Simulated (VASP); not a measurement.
Runs of VASP 6.6.1 on TaTl. The structure is that of space group F-43m (No. 216), or close to it. The cells are those of the table. 

```tsv
task	cell	k mesh	cutoff (eV)	gap on the mesh (eV)	pressure (GPa)
single point	a = 4.458 Å, angles 60.0°, 2 atoms	6 × 6 × 6	520	none	-0.1
single point	a = 4.166 Å, angles 60.0°, 2 atoms	6 × 6 × 6	520	none	(a)
relaxation of cell and atoms	relaxed from a = 4.166 Å, angles 60.0°, 2 atoms	6 × 6 × 6	600	none	-0.1
single point	a = 4.458 Å, angles 60.0°, 2 atoms	16 × 16 × 16	520	none	0.0
```

Alike in all rows: level PBE; potentials or basis VASP PAW PBE potentials, release 64 (Ta_pv, Tl_d); no spin polarisation; smearing gaussian 0.1 eV.

Task: Estimate the missing entries.

Result: (a) 19.4.

Caveats: spin-orbit coupling is left out, which moves the levels of the heavy elements.

A k mesh can miss the band edges, and the runs leave out spin-orbit coupling on Ta, Tl.

A gap of «none» marks levels without a gap at the run's occupations.
